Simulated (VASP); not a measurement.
# W (Im-3m) in VASP: notebook

Runs on W. Level: PBE+D3(BJ). Tasks: single point.

Program: VASP 6.6.1. These are calculated values, not measurements. Logs are shortened: lines on timing, memory, paths and dates and some standing lists are left out, and cuts for length are marked.

## Step 1: The cell of the first run

Symmetry: Im-3m, No. 229, cubic system. The conventional cell has a = 3.150 Å, b = 3.150 Å, c = 3.150 Å, α = 90.00°, β = 90.00°, γ = 90.00°. Within 3.6 Å of W (site symmetry m-3m) lie 14 W at 2.73 to 3.15 Å.

## Step 2: Single point, PBE+D3(BJ)

File INCAR:

```
SYSTEM = W
  PREC = Accurate
  ENCUT = 500
  EDIFF = 1E-6
  ISMEAR = 0
  SIGMA = 0.1
  LREAL = .FALSE.
  LASPH = .TRUE.
  NELM = 120
  ALGO = Normal
  ISIF = 2
  LWAVE = .FALSE.
  LCHARG = .FALSE.
  GGA = PE
  IVDW = 12
  NBANDS = 13
  GGA_COMPAT = .FALSE.
```

File KPOINTS:

```
Automatic mesh
0
G
  8 8 8
  0 0 0
```

File POSCAR:

```
W
1.0
   -1.5750000000      1.5750000000      1.5750000000
    1.5750000000     -1.5750000000      1.5750000000
    1.5750000000      1.5750000000     -1.5750000000
W
1
Direct
    0.0000000000      0.0000000000      0.0000000000
```

Potentials or basis: VASP PAW PBE potentials, release 64 (W_sv).

Launch:

```bash
cat potpaw_PBE.64/W_sv/POTCAR > POTCAR
mpirun -np 1 vasp_std > vasp.out
```

OUTCAR:

```text
SYSTEM = W
   PREC = Accurate
   ENCUT = 500
   EDIFF = 1E-6
   ISMEAR = 0
   LREAL = .FALSE.
   LASPH = .TRUE.
   NELM = 120
   ISIF = 2
   GGA = PE
   IVDW = 12
 IVDW          = 12

 ion  position               nearest neighbor table
   1  0.000  0.000  0.000-

  LATTYP: Found a body centered cubic cell.
 ALAT       =     3.1500000000

  Lattice vectors:

 A1 = (  -1.5750000000,   1.5750000000,   1.5750000000)
 A2 = (   1.5750000000,  -1.5750000000,   1.5750000000)
 A3 = (   1.5750000000,   1.5750000000,  -1.5750000000)

Analysis of symmetry for initial positions (statically):
=====================================================================
 Subroutine PRICEL returns:
 Original cell was already a primitive cell.

 Routine SETGRP: Setting up the symmetry group for a
 body centered cubic supercell.

 Subroutine GETGRP returns: Found 48 space group operations
 (whereof 48 operations were pure point group operations)
 out of a pool of 48 trial point group operations.

The static configuration has the point symmetry O_h .

Analysis of symmetry for dynamics (positions and initial velocities):
=====================================================================
 Subroutine PRICEL returns:
 Original cell was already a primitive cell.

 Routine SETGRP: Setting up the symmetry group for a
 body centered cubic supercell.

 Subroutine GETGRP returns: Found 48 space group operations
 (whereof 48 operations were pure point group operations)
 out of a pool of 48 trial point group operations.

The dynamic configuration has the point symmetry O_h .

 Subroutine INISYM returns: Found 48 space group operations
 (whereof 48 operations are pure point group operations),
 and found     1 'primitive' translations

----------------------------------------------------------------------------------------

                                     Primitive cell

  volume of cell :      15.6279

  direct lattice vectors                    reciprocal lattice vectors
    -1.575000000  1.575000000  1.575000000     0.000000000  0.317460317  0.317460317
     1.575000000 -1.575000000  1.575000000     0.317460317  0.000000000  0.317460317
     1.575000000  1.575000000 -1.575000000     0.317460317  0.317460317  0.000000000

  length of vectors
     2.727980022  2.727980022  2.727980022     0.448956686  0.448956686  0.448956686

  position of ions in fractional coordinates (direct lattice)
     0.000000000  0.000000000  0.000000000

  ion indices of the primitive-cell ions
   primitive index   ion index
                 1           1

----------------------------------------------------------------------------------------

 KPOINTS: Automatic mesh

Automatic generation of k-mesh.
 Grid dimensions read from file:
 generate k-points for:    8    8    8

 Generating k-lattice:

  Cartesian coordinates                     Fractional coordinates (reciprocal lattice)
     0.000000000  0.039682540  0.039682540     0.125000000  0.000000000  0.000000000
     0.039682540  0.000000000  0.039682540     0.000000000  0.125000000  0.000000000
     0.039682540  0.039682540  0.000000000     0.000000000  0.000000000  0.125000000

  Length of vectors
     0.056119586  0.056119586  0.056119586

  Shift w.r.t. Gamma in fractional coordinates (k-lattice)
     0.000000000  0.000000000  0.000000000

 Subroutine IBZKPT returns following result:
 ===========================================

 Found     29 irreducible k-points:

 Following reciprocal coordinates:
            Coordinates               Weight
  0.000000  0.000000  0.000000      1.000000
  0.125000  0.000000  0.000000     12.000000
  0.250000  0.000000  0.000000     12.000000
  0.375000  0.000000  0.000000     12.000000
  0.500000  0.000000  0.000000      6.000000
  0.125000  0.125000  0.000000     24.000000
[... 16 lines left out ...]
 -0.250000  0.250000  0.250000      6.000000
 -0.375000  0.375000  0.250000     24.000000
 [... further k-points ...]
   k-points           NKPTS =     29   k-points in BZ     NKDIM =     29   number of bands    NBANDS=     13
   number of dos      NEDOS =    301   number of ions     NIONS =      1
   total plane-waves  NPLWV =   8000
   dimension x,y,z NGX =    20 NGY =   20 NGZ =   20
   dimension x,y,z NGXF=    40 NGYF=   40 NGZF=   40
   ions per type =               1
   NGX,Y,Z   is equivalent  to a cutoff of  12.19, 12.19, 12.19 a.u.
   NGXF,Y,Z  is equivalent  to a cutoff of  24.38, 24.38, 24.38 a.u.
 SYSTEM =  W
   PREC   = accura    normal or accurate (medium, high low for compatibility)
   ISTART =      0    job   : 0-new  1-cont  2-samecut
   ICHARG =      2    charge: 1-file 2-atom 10-const
   ISPIN  =      1    spin polarized calculation?
   LNONCOLLINEAR =      F non collinear calculations
   LSORBIT =      F    spin-orbit coupling
   LASPH  =      T    aspherical Exc in radial PAW
   ENCUT  =  500.0 eV  36.75 Ry    6.06 a.u.   4.97  4.97  4.97*2*pi/ulx,y,z
   NELM   =    120;   NELMIN=  2; NELMDL= -5     # of ELM steps
   EDIFF  = 0.1E-05   stopping-criterion for ELM
   LREAL  =      F    real-space projection
   EDIFFG = 0.1E-04   stopping-criterion for IOM
   NSW    =      0    number of steps for IOM
   IBRION =     -1    ionic relax: 0-MD 1-quasi-New 2-CG
   NFREE  =      0    steps in history (QN), initial steepest desc. (CG)
   ISIF   =      2    stress and relaxation
   ISYM   =      2    0-nonsym 1-usesym 2-fastsym
   POTIM  = 0.5000    time-step for ionic-motion
   TEBEG  =    0.0;   TEEND  =   0.0 temperature during run
   PSTRESS=    0.0 pullay stress
   NELECT =      14.0000    total number of electrons
   NUPDOWN=      -1.0000    fix difference up-down
   EMIN   =  10.00;   EMAX   =-10.00  energy-range for DOS
   EFERMI =   0.00;   METHOD = LEGACY
   ISMEAR =     0;   SIGMA  =   0.10  broadening in eV -4-tet -1-fermi 0-gaus
   EFERMI_NEDOS =   21; number of points for ismear=-14 and -15
   IALGO  =     38    algorithm
   IMIX   =      4    mixing-type and parameters
     AMIX     =   0.40;   BMIX     =  1.00
     AMIX_MAG =   1.60;   BMIX_MAG =  1.00
  volume/ion in A,a.u.               =      15.63       105.46
  Fermi-wavevector in a.u.,A,eV,Ry     =   1.578157  2.982285 33.886404  2.490580
  Thomas-Fermi vector in A             =   2.678731
   LORBIT       =      0    0 simple, 1 ext, 2 COOP (PROOUT), +10 PAW based schemes
   GGA     = PE    functional components
   LHFCALC =     F    Hartree Fock is set to
   AEXX    =    0.0000 exact exchange contribution
   IVDW    =    12    specifies the selected vdW correction
   LEPSILON=     F    determine dielectric tensor
   LRPA    =     F    only Hartree local field effects (RPA)
 non-spin polarized calculation
 Gauss-broadening in eV      SIGMA  =   0.10
  energy-cutoff  :      500.00
  volume of cell :       15.63
 maximum number of plane-waves:       420
   NGX =  9   NGY =  9   NGZ =  9

 number of electron      14.0000005 magnetization

 Free energy of the ion-electron system (eV)
  ---------------------------------------------------
  ext. energy  EPLUGINS =         0.00000000
  ---------------------------------------------------
  free energy    TOTEN  =       -12.93663667 eV

  energy without entropy =      -12.93663533  energy(sigma->0) =      -12.93663600

 E-fermi :  11.4222     XC(G=0): -13.7216

 val. band max:       11.1369346502   @ k =   0.1250   0.0000   0.0000
 cond. band min:      11.7102610291   @ k =  -0.2500   0.2500   0.1250
 fundamental gap:      0.5733263790
 Fermi energy:        11.4221592285

 k-point     1 :       0.0000    0.0000    0.0000
  band No.  band energies     occupation
      1     -62.5132      2.00000
      2     -26.0534      2.00000
      3     -26.0534      2.00000
      4     -26.0534      2.00000
      5       1.9352      2.00000
      6      10.4000      2.00000
      7      10.4000      2.00000
      8      10.4000      2.00000
      9      13.9468      0.00000
     10      13.9468      0.00000
     11      26.1994      0.00000
     12      26.1994      0.00000
     13      26.1994      0.00000

 k-point     2 :       0.1250    0.0000    0.0000
  band No.  band energies     occupation
      1     -62.4925      2.00000
      2     -26.2658      2.00000
      3     -26.1197      2.00000
      4     -26.0545      2.00000
      5       2.6777      2.00000
      6       9.9626      2.00000
      7      10.2483      2.00000
      8      11.1369      1.99995
      9      13.3910      0.00000
     10      13.9618      0.00000
     11      26.7595      0.00000
     12      27.4712      0.00000
     13      27.8475      0.00000

 k-point     3 :       0.2500    0.0000    0.0000
  band No.  band energies     occupation
      1     -62.4421      2.00000
      2     -26.7561      2.00000
      3     -26.2766      2.00000
      4     -26.0574      2.00000
      5       4.3794      2.00000
      6       9.0572      2.00000
      7       9.7663      2.00000
      8      13.2170      0.00000
      9      13.3113      0.00000
     10      14.1390      0.00000
     11      26.4887      0.00000
     12      28.3802      0.00000
     13      30.8308      0.00000
[... 305 lines left out ...]
 k-point    23 :      -0.2500    0.2500    0.2500
  band No.  band energies     occupation
      1     -62.3800      2.00000
      2     -26.7813      2.00000
      3     -26.5180      2.00000
      4     -26.5180      2.00000
      5       6.4085      2.00000
      6       8.7650      2.00000
      7      11.1099      1.99999
      8      11.1099      1.99999
      9      13.0341      0.00000
     10      15.2255      0.00000
     11      26.2725      0.00000
     12      31.4050      0.00000
     13      31.4050      0.00000

 k-point    24 :      -0.3750    0.3750    0.2500
  band No.  band energies     occupation
      1     -62.3358      2.00000
      2     -27.0617      2.00000
      3     -26.6826      2.00000
      4     -26.5578      2.00000
      5       7.0417      2.00000
      6       7.7562      2.00000
      7      11.1138      1.99999
      8      11.9256      0.00000
      9      15.4528      0.00000
     10      16.1417      0.00000
     11      25.5571      0.00000
     12      28.0910      0.00000
     13      29.1905      0.00000

 [... further k-points ...]

------------------------ aborting loop because EDIFF is reached ----------------------------------------

 Edisp (eV)   -0.70558

 E8    (eV) :    -0.3618

  FORCE on cell =-STRESS in cart. coord.  units (eV):
  Direction    XX          YY          ZZ          XY          YZ          ZX
  --------------------------------------------------------------------------------------
  -------------------------------------------------------------------------------------
  Total       0.39032     0.39032     0.39032     0.00000    -0.00000    -0.00000
  in kB      40.01565    40.01565    40.01565     0.00000    -0.00000    -0.00000
  external pressure =       40.02 kB  Pullay stress =        0.00 kB

 VOLUME and BASIS-vectors are now :
 -----------------------------------------------------------------------------
  energy-cutoff  :      500.00
  volume of cell :       15.63
      direct lattice vectors                 reciprocal lattice vectors
    -1.575000000  1.575000000  1.575000000     0.000000000  0.317460317  0.317460317
     1.575000000 -1.575000000  1.575000000     0.317460317  0.000000000  0.317460317
     1.575000000  1.575000000 -1.575000000     0.317460317  0.317460317  0.000000000

 POSITION                                       TOTAL-FORCE (eV/Angst)
 -----------------------------------------------------------------------------------
      0.00000      0.00000      0.00000        -0.000000     -0.000000      0.000000
 -----------------------------------------------------------------------------------
    total drift:                                0.000000     -0.000000      0.000000

  FREE ENERGIE OF THE ION-ELECTRON SYSTEM (eV)
  ---------------------------------------------------
  free  energy   TOTEN  =       -13.6422150339 eV

  energy  without entropy=      -13.6422136937  energy(sigma->0) =      -13.64221436
```

Run time: 8.4 s. Hardware: 1 thread of Intel Xeon 8259CL, shared host; peak memory 0.14 GiB.

Results:

```yaml
Free_energy: -13.6422 eV
Pressure: 4.0 GPa
Band_gap_on_the_k_mesh: zero (band 7 reaches 16.92 eV, above the bottom of band 8 at 10.40 eV)
Dispersion_energy_per_atom: -0.706 eV
```

Caveat: spin-orbit coupling is left out, which moves the levels of the heavy elements; pairwise dispersion overbinds metals, which lowers pressure and volume.

## Step 3: Single point, PBE+D3(BJ)

This run uses another cell than the first one, of 15.77 Å³/atom, 1.009 times its volume.

File INCAR:

```
SYSTEM = W
PREC = Accurate
ENCUT = 500
EDIFF = 1E-6
ISMEAR = 0
SIGMA = 0.1
LREAL = .FALSE.
LASPH = .TRUE.
NELM = 120
ALGO = Normal
ISIF = 2
LWAVE = .FALSE.
LCHARG = .FALSE.
GGA = PE
IVDW = 12
NBANDS = 13
GGA_COMPAT = .FALSE.
```

File KPOINTS:

```
Automatic mesh
0
G
  18 18 18
  0 0 0
```

File POSCAR:

```
W
1.0
   -1.5797573761      1.5797573761      1.5797573761
    1.5797573761     -1.5797573761      1.5797573761
    1.5797573761      1.5797573761     -1.5797573761
W
1
Direct
    0.0000000000      0.0000000000      0.0000000000
```

Potentials or basis: VASP PAW PBE potentials, release 64 (W_sv).

Launch:

```bash
cat potpaw_PBE.64/W_sv/POTCAR > POTCAR
mpirun -np 1 vasp_std > vasp.out
```

It took 42 s on 1 thread of Intel Xeon 8259CL, shared host; peak memory 0.16 GiB.

Results (log left out):

```
Free energy                : -13.6406 eV
Pressure                   : 0.5 GPa
Band gap on the k mesh     : zero (band 7 reaches 16.73 eV, above the bottom of band 8 at 10.28 eV)
Dispersion energy per atom : -0.699 eV
```

Levels at points of the mesh, in eV from the Fermi level:
| k point | band 4 | band 5 | band 6 | band 7 | band 8 | band 9 | band 10 | band 11 |
| --- | --- | --- | --- | --- | --- | --- | --- | --- |
| (0.00, 0.00, 0.00) | -37.72 | -9.66 | -1.23 | -1.23 | -1.23 | 2.28 | 2.28 | 14.53 |
| (0.50, 0.00, 0.00) | -37.73 | -6.31 | -3.59 | 0.70 | 2.18 | 3.16 | 6.20 | 11.17 |
| (0.50, 0.50, 0.50) | -38.64 | -5.87 | -5.87 | 5.21 | 5.21 | 5.21 | 8.29 | 8.29 |

Caveat: spin-orbit coupling is left out, which moves the levels of the heavy elements; pairwise dispersion overbinds metals, which lowers pressure and volume.
